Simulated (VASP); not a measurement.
Here is a VASP 6.6.1 calculation.

INCAR

```
SYSTEM = Si3H2C2
  PREC = Accurate
  ENCUT = 520
  EDIFF = 1E-6
  ISMEAR = 0
  SIGMA = 0.05
  LREAL = Auto
  LASPH = .True.
  NELM = 60
  ALGO = Normal
  ISIF = 2
  LWAVE = .False.
  LCHARG = .False.
  LDIPOL = .True.
  IDIPOL = 3
  DIPOL = 0.5 0.5 0.339
  NBANDS = 64
```

KPOINTS

```
Automatic mesh
0
Gamma
  4 4 1
  0 0 0
```

POSCAR

```
Si3H2C2
1.0
    6.1223116280      0.0000000000      0.0000000000
    0.0000000000      6.1223116280      0.0000000000
    0.0000000000      0.0000000000     18.0336064671
Si C H
12 8 8
Direct
    0.2500000000      0.2500000000      0.2691906584
    0.2500000000      0.7500000000      0.2691906584
    0.7500000000      0.2500000000      0.2691906584
    0.7500000000      0.7500000000      0.2691906584
    0.4976528281      0.5048754293      0.3936994898
    0.4976528281     -0.0048754293      0.3936994898
    0.0023475536      0.5048753261      0.3936995651
    0.0023475536     -0.0048753261      0.3936995651
    0.7500000170      0.7500000000      0.5117266002
    0.7500005511      0.2500000000      0.5128815837
    0.2499996144      0.7500000000      0.5453273249
    0.2500002151      0.2500000000      0.5120561097
    0.7500000000      0.5000000000      0.3292053881
    0.7500000000      0.0000000000      0.3292053881
    0.2500000000      0.5000000000      0.3292053881
    0.2500000000      0.0000000000      0.3292053881
    0.0072694066      0.7500000000      0.4550413542
    0.0004519998      0.2500000000      0.4493134934
    0.4927308718      0.7500000000      0.4550414898
    0.4995490869      0.2500000000      0.4493137341
    0.1018236707      0.2500000000      0.2043633518
    0.3981348503      0.2500000000      0.2043580857
    0.3981348503      0.7500000000      0.2043580857
    0.1018236707      0.7500000000      0.2043633518
    0.6018651497      0.2500000000      0.2043580857
    0.8981763293      0.2500000000      0.2043633518
    0.8981763293      0.7500000000      0.2043633518
    0.6018651497      0.7500000000      0.2043580857
```

Potentials or basis: VASP PAW LDA potentials, release 64 (Si, C, H).

Launch:

```bash
$ cat potpaw_LDA.64/Si/POTCAR potpaw_LDA.64/C/POTCAR potpaw_LDA.64/H/POTCAR > POTCAR
$ mpirun -np 1 vasp_std > vasp.out
```

(1) Estimate the largest force.

(2) Estimate the band gap on the k mesh.

## Answers

(1) 3.082 eV/Å.

(2) zero (bands 44 and 45 overlap by 1.44 eV).
